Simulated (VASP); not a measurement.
Input of a VASP 6.6.1 run:

The input INCAR:

```
PREC = Accurate ; ENCUT = 520
EDIFF = 1E-7 ; ISMEAR = 0
SIGMA = 0.01 ; LREAL = False
LASPH = True ; NELM = 60
ALGO = Normal ; ISIF = 2
LWAVE = False ; LCHARG = False
GGA = PS ; NBANDS = 14
```

File KPOINTS:

```
regular mesh
0
Gamma
  8 8 8
```

POSCAR

```
NaF
1.0
    2.3266716304      2.3266716304      0.0000000000
   -2.3266716304      2.3266716304      0.0000000000
    0.0000000000      2.3266716304      2.3084230584
Na F
1 1
Direct
    0.0000000000      0.0000000000      0.0000000000
    0.5000000000      0.5000000000      0.0000000000
```

Potentials or basis: VASP PAW PBE potentials, release 64 (Na_pv, F).

Launch:

```bash
$ cat potpaw_PBE.64/Na_pv/POTCAR potpaw_PBE.64/F/POTCAR > POTCAR
$ mpirun -np 1 vasp_std > vasp.out
```

Problem. What does it give for the pressure?

Solution. -0.4 GPa.

Problem. Estimate the band gap on the k mesh.

Solution. 6.14 eV, direct.

Stress tensor (GPa, compression positive):
```
-0.58  0.00  0.00
 0.00 -0.58  0.00
 0.00  0.00  0.05
```

Caveat: the cell differs from its parent crystal (in-plane strain +0.005, then relaxed in part); the PAW data sets were made with another functional, which shifts forces and pressure a little.
